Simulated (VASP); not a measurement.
SnTe:

```xyz
2
Lattice="0.0000 3.1509 3.1509 3.1509 0.0000 3.1509 3.1509 3.1509 0.0000" Properties=species:S:1:pos:R:3 pbc="T T T"
Te    3.1509    3.1509    3.1509
Sn    0.0000    0.0000    0.0000
```

Base run:

```yaml
Program: VASP 6.6.1
Functional: PBE
Potentials_or_basis: VASP PAW PBE potentials, release 64 (Te, Sn_d)
Cutoff: 520 eV
k_mesh: 7 × 7 × 7
Occupations: gaussian, width 0.02 eV
Spin: no spin polarisation
```

Its results: pressure 2.2 GPa.

Problem. The run is repeated on the same cell with these changes: functional from PBE to PBEsol; cutoff from 520 eV to 500 eV; occupations from gaussian, width 0.02 eV to methfessel-paxton, width 0.05 eV. What comes out?

Solution. Pressure -0.4 GPa.

Caveats: the PAW data sets were made with another functional, which shifts forces and pressure a little (at least some runs).
